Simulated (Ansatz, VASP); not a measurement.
# One calculation of Ni, two programs

```
Ni
1.0
     0.00000    1.75846    1.75846
     1.75846    0.00000    1.75846
     1.75846    1.75846    0.00000
Ni
1
Direct
  0.00000 0.00000 0.00000
```

Alike in both runs: task single point; functional PBE; k mesh 22 × 22 × 22; occupations gaussian, width 0.05 eV; collinear spin.

|  | VASP | Ansatz |
| --- | --- | --- |
| version | VASP 6.6.1 | Ansatz 0.2.0 |
| potentials or method | VASP PAW PBE potentials, release 64 (Ni), cutoff 520 eV | scalar-relativistic, plane waves, PAW |
| valence electrons in the cell | 10 | 18 |

|  | VASP | Ansatz | Ansatz less VASP |
| --- | --- | --- | --- |
| gap on the k mesh at the Fermi level (eV) | none | none | - |
| pressure (GPa) | 0.3 | 0.3 | +0.03 |
| net moment per atom (μB) | 0.64 | 0.65 | +0.005 |
| size of the moment on the site where the two differ most (μB) | 0.66 | 0.69 | +0.032 |

Site moments also hang on the region over which each program counts them. A gap of «none» marks a metal or a gap that the smearing closes. VASP's potentials hold 10 valence electrons a cell and Ansatz's 18, so a difference there can come from the potentials and not from the codes.
